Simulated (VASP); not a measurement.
Here is a VASP 6.6.1 calculation.

INCAR

```
  ALGO = Normal
  EDIFF = 1E-7
  ENCUT = 520
  GGA = PE
  ISIF = 2
  ISMEAR = -1
  LASPH = True
  LCHARG = False
  LREAL = False
  LWAVE = False
  NBANDS = 36
  NELM = 80
  PREC = Accurate
  SIGMA = 0.02
```

Contents of KPOINTS:

```
k-points
0
Gamma
  10 10 2
```

Contents of POSCAR:

```
SiC
1.0
    3.0950000000      0.0000000000      0.0000000000
   -1.5475000000      2.6803486247      0.0000000000
    0.0000000000      0.0000000000     15.0183000000
Si C
6 6
Direct
    0.0000000000      0.0000000000      0.1252218972
    0.0000000000      0.0000000000      0.6252218972
    0.3333333333      0.6666666667      0.2920099309
    0.6666666667      0.3333333333      0.7920099309
    0.3333333333      0.6666666667      0.9585147730
    0.6666666667      0.3333333333      0.4585147730
    0.0000000000      0.0000000000     -0.0005096810
    0.0000000000      0.0000000000      0.4994903190
    0.3333333333      0.6666666667      0.1666423631
    0.6666666667      0.3333333333      0.6666423631
    0.3333333333      0.6666666667      0.8331207168
    0.6666666667      0.3333333333      0.3331207168
```

Potentials or basis: VASP PAW PBE potentials, release 64 (Si, C).

Launch:

```bash
$ cat potpaw_PBE.64/Si/POTCAR potpaw_PBE.64/C/POTCAR > POTCAR
$ mpirun -np 1 vasp_std > vasp.out
```

(1) Predict the band gap on the k mesh.

(2) Predict the pressure.

Answers

(1) 2.00 eV (least direct gap 3.13 eV).

(2) 2.4 GPa.

Caveat: the cell differs from its parent crystal (z stretched by -1 %, then relaxed in part).
